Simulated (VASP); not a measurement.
A run of VASP 6.6.1 is set up as follows.

Contents of INCAR:

```
PREC = Accurate
ENCUT = 520
EDIFF = 1E-7
ISMEAR = 0
SIGMA = 0.1
LREAL = False
LASPH = True
NELM = 100
ALGO = Normal
ISIF = 2
LWAVE = False
LCHARG = True
GGA = PE
LELF = True
LVHAR = True
NBANDS = 21
```

The input KPOINTS:

```
Automatic mesh
0
Gamma
  10 10 14
```

POSCAR

```
B4Ru
1.0
    2.3707227908     -3.2112076799      0.0000000000
    2.3707227908      3.2112076799      0.0000000000
    0.0000000000      0.0000000000      2.8307621219
B Ru
4 1
Direct
    0.8484608934      0.1515391066      0.5000000000
    0.1667998494      0.1667998494      0.0000000000
    0.8332001506      0.8332001506      0.0000000000
    0.1515391066      0.8484608934      0.5000000000
    0.5000000000      0.5000000000      0.5000000000
```

Potentials or basis: VASP PAW PBE potentials, release 64 (B, Ru_pv).

Run with:

```sh
$ cat potpaw_PBE.64/B/POTCAR potpaw_PBE.64/Ru_pv/POTCAR > POTCAR
$ mpirun -np 1 vasp_std > vasp.out
```

Problem. What does it give for the largest force?

Solution. 0.026 eV/Å.

Problem. Predict the pressure.

Solution. 0.0 GPa.

Stress tensor (GPa, compression positive):
```
 0.11  0.00  0.00
 0.00 -0.10  0.00
 0.00  0.00 -0.05
```
